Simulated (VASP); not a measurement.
Here is a VASP 6.6.1 calculation.

Contents of INCAR:

```
PREC = Accurate
ENCUT = 520
EDIFF = 1E-6
ISMEAR = -1
SIGMA = 0.1
LREAL = False
LASPH = True
NELM = 60
ALGO = Normal
ISIF = 2
LWAVE = False
LCHARG = False
GGA = PS
NBANDS = 17
```

KPOINTS

```
regular mesh
0
Gamma
  17 17 9
```

The input POSCAR:

```
Ni
1.0
    2.5375380778      0.0000000000      0.0000000000
   -1.2687690389      2.1975724384      0.0000000000
    0.0000000000      0.0000000000      4.1722003425
Ni
2
Direct
    0.3333333333      0.6666666667      0.2500000000
    0.6666666667      0.3333333333      0.7500000000
```

Potentials or basis: VASP PAW PBE potentials, release 64 (Ni).

The run is started by

```console
$ cat potpaw_PBE.64/Ni/POTCAR > POTCAR
$ mpirun -np 1 vasp_std > vasp.out
```

(1) Estimate the pressure.

(2) Predict the band gap on the k mesh.

## Answers

(1) -19.4 GPa.

(2) zero (band 10 reaches 8.19 eV, above the bottom of band 11 at 7.76 eV).

Caveat: the PAW data sets were made with another functional, which shifts forces and pressure a little; the run has no spin polarisation, though such a crystal can be magnetic.
